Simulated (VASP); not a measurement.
Input of a VASP 6.6.1 run:

INCAR

```
SYSTEM = TlH5
  PREC = Accurate
  ENCUT = 600
  EDIFF = 1E-6
  ISMEAR = 0
  SIGMA = 0.1
  LREAL = .False.
  LASPH = .True.
  NELM = 100
  ALGO = Normal
  ISIF = 3
  LWAVE = .False.
  LCHARG = .False.
  GGA = PE
  IBRION = 2
  NSW = 100
  EDIFFG = -0.01
```

KPOINTS

```
Automatic mesh
0
Gamma
  6 6 10
  0 0 0
```

Contents of POSCAR:

```
TlH5
1.0
    5.9851101675      0.0000000000      0.0000000000
    0.0000000000      5.9851101675      0.0000000000
    0.0000000000      0.0000000000      4.2889264742
Tl H
1 5
Direct
    0.5000000000      0.5000000000      0.0000000000
    0.0641589171      0.5000000000      0.0000000000
    0.9358410829      0.5000000000      0.0000000000
    0.5000000000      0.0641589171      0.0000000000
    0.5000000000      0.9358410829      0.0000000000
    0.5000000000      0.5000000000      0.5000000000
```

Potentials or basis: VASP PAW PBE potentials, release 64 (Tl_d, H).

Command:

```console
$ cat potpaw_PBE.64/Tl_d/POTCAR potpaw_PBE.64/H/POTCAR > POTCAR
$ mpirun -np 1 vasp_std > vasp.out
```

Question: Predict the relaxed volume.

Answer: 26.33 Å³/atom.

Question: What does it give for the space group after relaxing (to 0.05 Å)?

Answer: P4/mmm (No. 123).

Question: Predict the relaxed cell.

Answer: a = 6.249 Å, b = 6.249 Å, c = 4.046 Å, α = 90.00°, β = 90.00°, γ = 90.00°.

Final structure:
```xyz
6
Lattice="6.2488 0.0000 0.0000 0.0000 6.2488 0.0000 0.0000 0.0000 4.0459" Properties=species:S:1:pos:R:3 pbc="T T T"
Tl    3.1244    3.1244    0.0000
H     0.3849    3.1244    0.0000
H     5.8639    3.1244    0.0000
H     3.1244    0.3849    0.0000
H     3.1244    5.8639    0.0000
H     3.1244    3.1244    2.0230
```
